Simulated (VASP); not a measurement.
Set up this calculation in VASP 6.6.1, as the native input.

```yaml
Task: single point
Functional: LDA
Potentials_or_basis: VASP PAW LDA potentials, release 64 (P, Li_sv)
Cutoff: 520 eV
k_mesh: 2 × 2 × 2
Occupations: fermi-dirac, width 0.05 eV
Spin: collinear spin, zero start
Starting_moments: "[0.0, 0.0, 0.0, 0.0, 0.0, 0.0, 0.0, 0.0, 0.0, 0.0, 0.0, 0.0, 0.0, 0.0, 0.0, 0.0, 0.0] μB"
Dipole_correction: no
Further_INCAR_settings: LREAL = Auto; ALGO = Normal; EDIFF = 1e-06; NBANDS = 60
```

The structure of LiP16 (a cell with a defect) lies in POSCAR:

```
LiP16
1.0
    1.6560500000      5.2040000000      4.3500000000
    1.6560500000     -5.2040000000      4.3500000000
    6.6242000000      0.0000000000      0.0000000000
P Li
16 1
Direct
    0.6628245841      0.4233209331      0.2188275892
    0.1756612191      0.4217532637      0.0785843945
    0.8643653051      0.0593912467      0.0064158634
    0.2845533273      0.1309197762      0.1345858771
    0.6428728401      0.4345071599      0.7262970398
    0.1909122317      0.3869185729      0.6047234830
    0.8269528021      0.0723244393      0.5318444377
    0.3174177859      0.1037875015      0.6397652522
    0.1205328178      0.9677067225      0.4753216855
    0.7160584644      0.8869854436      0.3424338239
    0.3646883680      0.5273157700      0.2676953515
    0.8264292623      0.5926606228      0.3919009384
    0.1457753519      0.9305207401      0.9742604174
    0.6730804311      0.8817991091      0.8646433890
    0.3677853870      0.5782828889      0.7471902466
    0.8179199129      0.6075642250      0.8845880247
    0.3987346155      0.8438354994      0.3036597266
```

The input as run:

INCAR

```
PREC = Accurate
ENCUT = 520
EDIFF = 1E-6
ISMEAR = -1
SIGMA = 0.05
LREAL = Auto
LASPH = T
NELM = 150
ALGO = Normal
ISIF = 2
LWAVE = F
LCHARG = T
ISPIN = 2
MAGMOM = 0 0 0 0 0 0 0 0 0 0 0 0 0 0 0 0 0
LORBIT = 11
GGA = CA
LELF = T
LVHAR = T
NBANDS = 60
```

KPOINTS

```
regular mesh
0
Gamma
  2 2 2
```

Potentials or basis: VASP PAW LDA potentials, release 64 (P, Li_sv).

Command:

```sh
$ cat potpaw_LDA.64/P/POTCAR potpaw_LDA.64/Li_sv/POTCAR > POTCAR
$ mpirun -np 1 vasp_std > vasp.out
```

It gave:

- Largest force: 0.055 eV/Å
- Net moment: 0.00 μB per cell
- Valence electrons inside the program's atomic spheres: P 2.46, 2.49, 2.47, 2.50, 2.51, 2.52 (each value once); Li 2.15

Caveat: the k points lie up to 0.51 Å⁻¹ apart.

It took 3.8 min on 1 thread of Intel(R) Xeon(R) 6975P-C (Granite Rapids), with other jobs on the host, peak memory 0.4 GiB.
